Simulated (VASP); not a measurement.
Wanted: the native input for a VASP 6.6.1 run.

- Task: single point
- Functional: PBE
- Potentials or basis: VASP PAW PBE potentials, release 64 (Pb_d, Se)
- Cutoff: 520 eV
- k mesh: 6 × 6 × 4
- Occupations: fermi-dirac, width 0.02 eV
- Spin: no spin polarisation
- Dipole correction: no
- Further INCAR settings: ALGO = Normal; EDIFF = 1e-07; NBANDS = 28

The structure of PbSe lies in POSCAR:

```
PbSe
1.0
    4.2204804242      0.0000000000      0.0000000000
   -2.1102402121      3.6550432635      0.0000000000
    0.0000000000      0.0000000000      7.4217787045
Pb Se
2 2
Direct
    0.0000000000      0.0000000000      0.0000000000
    0.0000000000      0.0000000000      0.5000000000
    0.3333333333      0.6666666667      0.2500000000
    0.6666666667      0.3333333333      0.7500000000
```

This cell differs from its parent crystal: volume changed by -6%.

One way to write it, as run:

INCAR

```
  PREC = Accurate
  ENCUT = 520
  EDIFF = 1E-7
  ISMEAR = -1
  SIGMA = 0.02
  LREAL = False
  LASPH = True
  NELM = 60
  ALGO = Normal
  ISIF = 2
  LWAVE = False
  LCHARG = False
  GGA = PE
  NBANDS = 28
```

KPOINTS

```
Automatic mesh
0
Gamma
  6 6 4
```

Potentials or basis: VASP PAW PBE potentials, release 64 (Pb_d, Se).

The run is started by

```sh
$ cat potpaw_PBE.64/Pb_d/POTCAR potpaw_PBE.64/Se/POTCAR > POTCAR
$ mpirun -np 1 vasp_std > vasp.out
```

Results of the run:

```json
{
 "Pressure": "3.2 GPa",
 "Band gap on the k mesh": "zero (band 20 reaches 5.45 eV, above the bottom of band 21 at 5.36 eV)"
}
```

Caveat: spin-orbit coupling is left out, which moves the levels of the heavy elements.

It took 24 s on 1 thread of Intel(R) Xeon(R) 6975P-C (Granite Rapids) (shared host), peak memory 0.25 GiB.
